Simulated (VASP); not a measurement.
# Pd in VASP: a series of runs

Runs on Pd. Level: PBE. Tasks: single point.

All numbers are computed with VASP 6.6.1; they aren't measurements. Logs are shortened: lines on timing, memory, paths and dates and some standing lists are left out, and cuts for length are marked.

## 1. The cell of the first run

Symmetry: R-3m, No. 166, trigonal system. The conventional cell has a = 2.778 Å, b = 2.778 Å, c = 6.603 Å, α = 90.00°, β = 90.00°, γ = 120.00°. Pd (site symmetry -3m) has 12 Pd at 2.72 to 2.78 Å within 3.6 Å.

## 2. Single point, PBE (equal xy, yz and zx shear strains of -2 %)

File INCAR:

```
SYSTEM = Pd
PREC     = Accurate       ! precision mode
ENCUT    = 520            ! plane-wave cutoff, eV
EDIFF    = 1E-7           ! SCF threshold, eV
ISMEAR   = -1             ! smearing method
SIGMA    = 0.05           ! smearing width, eV
LREAL    = .False.        ! projectors in reciprocal space
LASPH    = .True.         ! aspherical terms in the spheres
NELM     = 100            ! most SCF steps
ALGO     = Normal         ! electronic algorithm
ISIF     = 2              ! what is computed and relaxed
LWAVE    = .False.        ! write WAVECAR
LCHARG   = .False.        ! write CHGCAR
GGA      = PE             ! functional
NBANDS   = 11             ! bands
```

File KPOINTS:

```
regular mesh
0
Gamma
  18 18 18
  0 0 0
```

File POSCAR:

```
Pd
1.0
   -0.0388980000      1.9254510000      1.9254510000
    1.9254510000     -0.0388980000      1.9254510000
    1.9254510000      1.9254510000     -0.0388980000
Pd
1
Direct
    0.0000000000      0.0000000000      0.0000000000
```

Potentials or basis: VASP PAW PBE potentials, release 64 (Pd).

Command:

```bash
> cat potpaw_PBE.64/Pd/POTCAR > POTCAR
> mpirun -np 1 vasp_std > vasp.out
```

OUTCAR:

```text
SYSTEM = Pd
   PREC = Accurate
   ENCUT = 520
   EDIFF = 1E-7
   ISMEAR = -1
   LREAL = .False.
   LASPH = .True.
   NELM = 100
   ISIF = 2
   GGA = PE

 ion  position               nearest neighbor table
   1  0.000  0.000  0.000-

  LATTYP: Found a trigonal (rhomboedric) cell.
 ALAT       =     2.7232767324
 COS(alpha) =     0.4797000918

  Lattice vectors:

 A1 = (  -0.0388980000,   1.9254510000,   1.9254510000)
 A2 = (   1.9254510000,  -0.0388980000,   1.9254510000)
 A3 = (   1.9254510000,   1.9254510000,  -0.0388980000)

Analysis of symmetry for initial positions (statically):
=====================================================================
 Subroutine PRICEL returns:
 Original cell was already a primitive cell.

 Routine SETGRP: Setting up the symmetry group for a
 trigonal (rhombohedral) supercell.

 Subroutine GETGRP returns: Found 12 space group operations
 (whereof 12 operations were pure point group operations)
 out of a pool of 12 trial point group operations.

The static configuration has the point symmetry D_3d.

Analysis of symmetry for dynamics (positions and initial velocities):
=====================================================================
 Subroutine PRICEL returns:
 Original cell was already a primitive cell.

 Routine SETGRP: Setting up the symmetry group for a
 trigonal (rhombohedral) supercell.

 Subroutine GETGRP returns: Found 12 space group operations
 (whereof 12 operations were pure point group operations)
 out of a pool of 12 trial point group operations.

The dynamic configuration has the point symmetry D_3d.

 Subroutine INISYM returns: Found 12 space group operations
 (whereof 12 operations are pure point group operations),
 and found     1 'primitive' translations

----------------------------------------------------------------------------------------

                                     Primitive cell

  volume of cell :      14.7093

  direct lattice vectors                    reciprocal lattice vectors
    -0.038898000  1.925451000  1.925451000    -0.251939935  0.257134573  0.257134573
     1.925451000 -0.038898000  1.925451000     0.257134573 -0.251939935  0.257134573
     1.925451000  1.925451000 -0.038898000     0.257134573  0.257134573 -0.251939935

  length of vectors
     2.723276732  2.723276732  2.723276732     0.442391351  0.442391351  0.442391351

  position of ions in fractional coordinates (direct lattice)
     0.000000000  0.000000000  0.000000000

  ion indices of the primitive-cell ions
   primitive index   ion index
                 1           1

----------------------------------------------------------------------------------------

 KPOINTS: regular mesh

Automatic generation of k-mesh.
 Grid dimensions read from file:
 generate k-points for:   18   18   18

 Generating k-lattice:

  Cartesian coordinates                     Fractional coordinates (reciprocal lattice)
    -0.013996663  0.014285254  0.014285254     0.055555556  0.000000000  0.000000000
     0.014285254 -0.013996663  0.014285254     0.000000000  0.055555556  0.000000000
     0.014285254  0.014285254 -0.013996663     0.000000000  0.000000000  0.055555556

  Length of vectors
     0.024577297  0.024577297  0.024577297

  Shift w.r.t. Gamma in fractional coordinates (k-lattice)
     0.000000000  0.000000000  0.000000000

 Subroutine IBZKPT returns following result:
 ===========================================

 Found    580 irreducible k-points:

 Following reciprocal coordinates:
            Coordinates               Weight
  0.000000  0.000000  0.000000      1.000000
  0.055556  0.000000  0.000000      6.000000
  0.111111  0.000000  0.000000      6.000000
  0.166667  0.000000  0.000000      6.000000
  0.222222  0.000000  0.000000      6.000000
  0.277778  0.000000  0.000000      6.000000
[... 16 lines left out ...]
 -0.277778  0.055556  0.000000     12.000000
 -0.222222  0.055556 -0.000000     12.000000
 [... further k-points ...]
   k-points           NKPTS =    580   k-points in BZ     NKDIM =    580   number of bands    NBANDS=     11
   number of dos      NEDOS =    301   number of ions     NIONS =      1
   total plane-waves  NPLWV =   8000
   dimension x,y,z NGX =    20 NGY =   20 NGZ =   20
   dimension x,y,z NGXF=    40 NGYF=   40 NGZF=   40
   ions per type =               1
   NGX,Y,Z   is equivalent  to a cutoff of  12.21, 12.21, 12.21 a.u.
   NGXF,Y,Z  is equivalent  to a cutoff of  24.42, 24.42, 24.42 a.u.
 SYSTEM =  Pd
   PREC   = accura    normal or accurate (medium, high low for compatibility)
   ISTART =      0    job   : 0-new  1-cont  2-samecut
   ICHARG =      2    charge: 1-file 2-atom 10-const
   ISPIN  =      1    spin polarized calculation?
   LNONCOLLINEAR =      F non collinear calculations
   LSORBIT =      F    spin-orbit coupling
   LASPH  =      T    aspherical Exc in radial PAW
   ENCUT  =  520.0 eV  38.22 Ry    6.18 a.u.   5.06  5.06  5.06*2*pi/ulx,y,z
   NELM   =    100;   NELMIN=  2; NELMDL= -5     # of ELM steps
   EDIFF  = 0.1E-06   stopping-criterion for ELM
   LREAL  =      F    real-space projection
   EDIFFG = 0.1E-05   stopping-criterion for IOM
   NSW    =      0    number of steps for IOM
   IBRION =     -1    ionic relax: 0-MD 1-quasi-New 2-CG
   NFREE  =      0    steps in history (QN), initial steepest desc. (CG)
   ISIF   =      2    stress and relaxation
   ISYM   =      2    0-nonsym 1-usesym 2-fastsym
   POTIM  = 0.5000    time-step for ionic-motion
   TEBEG  =    0.0;   TEEND  =   0.0 temperature during run
   PSTRESS=    0.0 pullay stress
   NELECT =      10.0000    total number of electrons
   NUPDOWN=      -1.0000    fix difference up-down
   EMIN   =  10.00;   EMAX   =-10.00  energy-range for DOS
   EFERMI =   0.00;   METHOD = LEGACY
   ISMEAR =    -1;   SIGMA  =   0.05  broadening in eV -4-tet -1-fermi 0-gaus
   EFERMI_NEDOS =   21; number of points for ismear=-14 and -15
   IALGO  =     38    algorithm
   IMIX   =      4    mixing-type and parameters
     AMIX     =   0.40;   BMIX     =  1.00
     AMIX_MAG =   1.60;   BMIX_MAG =  1.00
  volume/ion in A,a.u.               =      14.71        99.26
  Fermi-wavevector in a.u.,A,eV,Ry     =   1.439499  2.720258 28.193401  2.072157
  Thomas-Fermi vector in A             =   2.558348
   LORBIT       =      0    0 simple, 1 ext, 2 COOP (PROOUT), +10 PAW based schemes
   GGA     = PE    functional components
[... 5 lines left out ...]
 non-spin polarized calculation
  energy-cutoff  :      520.00
  volume of cell :       14.71
 maximum number of plane-waves:       409
   NGX = 11   NGY = 11   NGZ = 11

 number of electron      10.0000000 magnetization

 number of electron       9.9999999 magnetization

 Free energy of the ion-electron system (eV)
  ---------------------------------------------------
  ext. energy  EPLUGINS =         0.00000000
  ---------------------------------------------------
  free energy    TOTEN  =        -5.21224208 eV

  energy without entropy =       -5.19482541  energy(sigma->0) =       -5.20353374

 E-fermi :   9.8327     XC(G=0): -13.2016

 val. band max:        9.8321620000   @ k =   0.4444   0.1667   0.0000
 cond. band min:       9.8329829718   @ k =   0.4444   0.4444   0.3333
 fundamental gap:      0.0008209718
 Fermi energy:         9.8326690348

 k-point     1 :       0.0000    0.0000    0.0000
  band No.  band energies     occupation
      1       2.6696      2.00000
      2       6.8711      2.00000
      3       6.8711      2.00000
      4       7.1652      2.00000
      5       8.6086      2.00000
      6       8.6086      2.00000
      7      27.0039      0.00000
      8      31.4935      0.00000
      9      31.4935      0.00000
     10      32.5167      0.00000
     11      36.0410      0.00000

 k-point     2 :       0.0556    0.0000    0.0000
  band No.  band energies     occupation
      1       2.7805      2.00000
      2       6.8451      2.00000
      3       6.9030      2.00000
      4       7.1943      2.00000
      5       8.5919      2.00000
      6       8.5924      2.00000
      7      27.1155      0.00000
      8      30.8231      0.00000
      9      31.6313      0.00000
     10      32.5765      0.00000
     11      36.0880      0.00000

 k-point     3 :       0.1111    0.0000    0.0000
  band No.  band energies     occupation
      1       3.1007      2.00000
      2       6.7681      2.00000
      3       6.9844      2.00000
      4       7.2851      2.00000
      5       8.5585      2.00000
      6       8.5609      2.00000
      7      27.3429      0.00000
      8      29.3740      0.00000
      9      32.0243      0.00000
     10      32.8900      0.00000
     11      36.1186      0.00000

 k-point     4 :       0.1667    0.0000    0.0000
  band No.  band energies     occupation
      1       3.5831      2.00000
      2       6.6940      2.00000
      3       7.0704      2.00000
      4       7.3977      2.00000
      5       8.5619      2.00000
      6       8.5639      2.00000
      7      26.8922      0.00000
      8      28.3473      0.00000
      9      32.6023      0.00000
     10      33.3819      0.00000
     11      36.0637      0.00000

 k-point     5 :       0.2222    0.0000    0.0000
  band No.  band energies     occupation
      1       4.1108      2.00000
      2       6.7618      2.00000
      3       7.1005      2.00000
      4       7.4493      2.00000
      5       8.6649      2.00000
      6       8.6807      2.00000
      7      25.1630      0.00000
      8      28.2230      0.00000
      9      33.1836      0.00000
     10      33.8648      0.00000
     11      35.6005      0.00000
[... 211 lines left out ...]
 k-point    21 :      -0.3889    0.0556    0.0000
  band No.  band energies     occupation
      1       4.6345      2.00000
      2       6.8082      2.00000
      3       7.2114      2.00000
      4       8.8377      2.00000
      5       9.4900      1.99789
      6      10.4341      0.00001
      7      18.6959      0.00000
      8      26.7994      0.00000
      9      30.4918      0.00000
     10      32.2098      0.00000
     11      36.0942      0.00000

 k-point    22 :      -0.3333    0.0556    0.0000
  band No.  band energies     occupation
      1       4.6789      2.00000
      2       6.9068      2.00000
      3       7.2987      2.00000
      4       8.0912      2.00000
      5       9.1596      2.00000
      6       9.8056      1.26449
      7      20.5364      0.00000
      8      27.1952      0.00000
      9      30.9688      0.00000
     10      33.3779      0.00000
     11      35.9438      0.00000

 k-point    23 :      -0.2778    0.0556    0.0000
  band No.  band energies     occupation
      1       4.6313      2.00000
      2       6.9901      2.00000
      3       7.2957      2.00000
      4       7.4034      2.00000
      5       8.8104      2.00000
      6       9.3643      1.99983
      7      22.5567      0.00000
      8      27.6654      0.00000
      9      31.6004      0.00000
     10      34.8358      0.00000
     11      35.0170      0.00000

 k-point    24 :      -0.2222    0.0556   -0.0000
  band No.  band energies     occupation
      1       4.3501      2.00000
      2       6.7193      2.00000
      3       7.1360      2.00000
      4       7.4800      2.00000
      5       8.5261      2.00000
      6       9.0281      2.00000
      7      24.5887      0.00000
      8      28.0346      0.00000
      9      32.0657      0.00000
     10      34.4116      0.00000
     11      35.1896      0.00000

 [... further k-points ...]
[... 5 lines left out ...]
  --------------------------------------------------------------------------------------
  -------------------------------------------------------------------------------------
  Total        0.6877605      0.6877605      0.6877605      0.1438365      0.1438365      0.1438365
  in kB       74.9129941     74.9129941     74.9129941     15.6671184     15.6671184     15.6671184
  external PRESSURE =      74.9129941 kB  Pullay stress =       0.0000000 kB

 VOLUME and BASIS-vectors are now :
 -----------------------------------------------------------------------------
  energy-cutoff  :      520.00
  volume of cell :       14.71
      direct lattice vectors                 reciprocal lattice vectors
    -0.038898000  1.925451000  1.925451000    -0.251939935  0.257134573  0.257134573
     1.925451000 -0.038898000  1.925451000     0.257134573 -0.251939935  0.257134573
     1.925451000  1.925451000 -0.038898000     0.257134573  0.257134573 -0.251939935

 POSITION                                       TOTAL-FORCE (eV/Angst)
 -----------------------------------------------------------------------------------
      0.00000      0.00000      0.00000         0.000000      0.000000     -0.000000
 -----------------------------------------------------------------------------------
    total drift:                                0.000000     -0.000000      0.000000

  FREE ENERGIE OF THE ION-ELECTRON SYSTEM (eV)
  ---------------------------------------------------
  free  energy   TOTEN  =        -5.2122420818 eV

  energy  without entropy=       -5.1948254070  energy(sigma->0) =       -5.20353374
```

Wall time 58 s (1 thread of Intel Xeon Platinum 8488C (Sapphire Rapids), shared host); peak memory 0.2 GiB.

Results:

- Free energy: -5.2122 eV
- Pressure: 7.5 GPa
- Band gap on the k mesh: zero (band 5 reaches 10.15 eV, above the bottom of band 6 at 8.46 eV)

Levels at points of the mesh, in eV from the Fermi level:
| k point | band 3 | band 4 | band 5 | band 6 | band 7 | band 8 |
| --- | --- | --- | --- | --- | --- | --- |
| (0.00, 0.00, 0.00) | -2.96 | -2.67 | -1.22 | -1.22 | 17.17 | 21.66 |
| (0.50, 0.00, 0.00) | -2.71 | -0.12 | 0.03 | 0.92 | 7.20 | 16.64 |
| (0.50, 0.50, 0.00) | -0.07 | 0.27 | 0.32 | 3.35 | 10.81 | 12.84 |
| (0.50, 0.50, 0.50) | -2.93 | 0.02 | 0.02 | 1.29 | 7.79 | 16.29 |

Caveat: the cell differs from its parent crystal (equal xy, yz and zx shear strains of -2 %).

## 3. Single point, PBE (equal xy, yz and zx shear strains of +1 %)

File INCAR:

```
SYSTEM = Pd
  ALGO = Normal
  EDIFF = 1E-7
  ENCUT = 520
  GGA = PE
  ISIF = 2
  ISMEAR = -1
  LASPH = .True.
  LCHARG = .False.
  LREAL = .False.
  LWAVE = .False.
  NBANDS = 11
  NELM = 60
  PREC = Accurate
  SIGMA = 0.05
```

File KPOINTS:

```
k-points
0
Gamma
  18 18 18
  0 0 0
```

File POSCAR:

```
Pd
1.0
    0.0194490000      1.9546245000      1.9546245000
    1.9546245000      0.0194490000      1.9546245000
    1.9546245000      1.9546245000      0.0194490000
Pd
1
Direct
    0.0000000000      0.0000000000      0.0000000000
```

Potentials or basis: VASP PAW PBE potentials, release 64 (Pd).

Command:

```bash
> cat potpaw_PBE.64/Pd/POTCAR > POTCAR
> mpirun -np 1 vasp_std > vasp.out
```

Wall time 76 s (1 thread of Intel Xeon Platinum 8488C (Sapphire Rapids), shared host); peak memory 0.22 GiB.

It converged, with:

- Free energy: -5.2156 eV
- Pressure: 7.3 GPa
- Band gap on the k mesh: zero (band 5 reaches 10.12 eV, above the bottom of band 6 at 8.52 eV)

Stress tensor (GPa, compression positive):
```
 7.31 -0.79 -0.79
-0.79  7.31 -0.79
-0.79 -0.79  7.31
```

Levels at points of the mesh, in eV from the Fermi level:
```
           k point  band 3  band 4  band 5  band 6  band 7  band 8
(0.00, 0.00, 0.00)   -2.81   -2.81   -1.23   -1.23   17.19   21.66
(0.50, 0.00, 0.00)   -2.81   -0.06    0.02    1.05    7.42   16.51
(0.50, 0.50, 0.00)   -0.06    0.29    0.29    3.35   10.80   13.04
(0.50, 0.50, 0.50)   -2.89   -0.05   -0.05    0.88    7.12   16.68
```

Caveat: the cell differs from its parent crystal (equal xy, yz and zx shear strains of +1 %).

## 4. Single point, PBE (equal xy, yz and zx shear strains of +3 %)

File INCAR:

```
PREC = Accurate ; ENCUT = 520
EDIFF = 1E-6 ; ISMEAR = -1
SIGMA = 0.05 ; LREAL = False
LASPH = True ; NELM = 100
ALGO = Normal ; ISIF = 2
LWAVE = False ; LCHARG = True
GGA = PE ; LELF = True
LVHAR = True ; NBANDS = 11
```

File KPOINTS:

```
regular mesh
0
Gamma
  18 18 18
```

File POSCAR:

```
Pd
1.0
    0.0583470000      1.9740735000      1.9740735000
    1.9740735000      0.0583470000      1.9740735000
    1.9740735000      1.9740735000      0.0583470000
Pd
1
Direct
    0.0000000000      0.0000000000      0.0000000000
```

Command:

```bash
> cat potpaw_PBE.64/Pd/POTCAR > POTCAR
> mpirun -np 1 vasp_std > vasp.out
```

It took 67 s on 1 thread of Intel Xeon Platinum 8488C (Sapphire Rapids), shared host; peak memory 0.22 GiB.

The run converged. Its results:

| Item | Value |
| --- | --- |
| Free energy | -5.2064 eV |
| Pressure | 7.8 GPa |
| Band gap on the k mesh | zero (band 5 reaches 10.15 eV, above the bottom of band 6 at 8.51 eV) |

Stress tensor (GPa, compression positive):
```
 7.80 -2.47 -2.47
-2.47  7.80 -2.47
-2.47 -2.47  7.80
```

Levels at points of the mesh, in eV from the Fermi level:
```csv
k point,band 1,band 2,band 3,band 4,band 5,band 6,band 7,band 8,band 9,band 10
"(0.00, 0.00, 0.00)",-7.17,-3.12,-2.76,-2.76,-1.21,-1.21,17.12,21.08,22.51,22.51
"(0.50, 0.00, 0.00)",-5.32,-3.17,-2.65,-0.14,0.11,1.14,7.58,16.41,20.53,21.34
"(0.50, 0.50, 0.00)",-5.44,-5.13,-0.09,0.29,0.31,3.36,10.82,12.68,13.81,21.21
"(0.50, 0.50, 0.50)",-5.36,-2.89,-2.89,-0.08,-0.08,0.63,6.70,16.94,21.84,21.84
```

Caveat: the cell differs from its parent crystal (equal xy, yz and zx shear strains of +3 %).

(Part 1 of 2 ends here.)
